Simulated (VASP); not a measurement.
# Ti2O: single point with PBEsol

Crystal: Ti2O.

```
Ti O
1.0
     2.95295    0.00000    0.00000
    -1.47648    2.55733    0.00000
     0.00000    0.00000    4.72373
Ti O
2 1
Direct
  0.64746 0.31759 0.23570
  0.34768 0.75268 0.71251
  0.00486 0.92972 0.05179
```

This cell differs from its parent crystal: atoms moved at random.

```json
{
  "Program": "VASP 6.6.1",
  "Task": "single point",
  "Functional": "PBEsol",
  "Potentials or basis": "VASP PAW PBE potentials, release 64 (Ti_sv, O)",
  "Cutoff": "520 eV",
  "k mesh": "12 × 12 × 8",
  "Occupations": "gaussian, width 0.15 eV",
  "Spin": "no spin polarisation",
  "Dipole correction": "no",
  "Further INCAR settings": "ALGO = Normal; EDIFF = 1e-06; NBANDS = 22"
}
```

```json
{"Pressure": "18.0 GPa", "Largest force": "5.214 eV/Å", "Band gap on the k mesh": "zero (band 15 reaches 10.39 eV, above the bottom of band 16 at 9.54 eV)"}
```

Forces in eV/Å, atoms in the order of the input:
```
Ti   0.797 -1.441  3.313
Ti   0.727 -1.113  0.970
O   -1.524  2.554 -4.283
```

Stress tensor (GPa, compression positive):
```
 6.94  7.06  1.92
 7.06 30.78 -7.26
 1.92 -7.26 16.23
```

Levels at points of the mesh, in eV from the Fermi level:
| k point | band 12 | band 13 | band 14 | band 15 | band 16 | band 17 | band 18 | band 19 |
| --- | --- | --- | --- | --- | --- | --- | --- | --- |
| (0.00, 0.00, 0.00) | -7.01 | -3.92 | -0.80 | 0.29 | 0.58 | 0.74 | 1.29 | 1.51 |
| (0.50, 0.00, 0.00) | -6.75 | -2.26 | -1.38 | -0.49 | 0.88 | 1.34 | 1.97 | 2.79 |
| (0.00, 0.50, 0.00) | -6.78 | -2.36 | -1.39 | -0.80 | 1.00 | 1.22 | 1.81 | 2.85 |
| (0.50, 0.50, 0.00) | -7.25 | -2.40 | -1.48 | 0.17 | 1.32 | 1.92 | 2.65 | 2.84 |
| (0.00, 0.00, 0.50) | -7.04 | -2.85 | -0.81 | 0.15 | 0.22 | 1.02 | 1.34 | 1.97 |
| (0.50, 0.00, 0.50) | -6.77 | -1.85 | -1.20 | -0.56 | -0.42 | 1.67 | 2.28 | 2.72 |
| (0.00, 0.50, 0.50) | -6.81 | -1.45 | -1.14 | -0.93 | -0.22 | 1.36 | 2.19 | 2.82 |
| (0.50, 0.50, 0.50) | -7.22 | -2.10 | -1.27 | -0.34 | 0.59 | 1.75 | 2.43 | 2.67 |

It took 12 min on 1 thread of AMD EPYC 7R43 64-Core Processor (Zen 3), with other jobs on the host, peak memory 0.44 GiB.

Caveat: the cell differs from its parent crystal (atoms moved at random); the PAW data sets were made with another functional, which shifts forces and pressure a little.
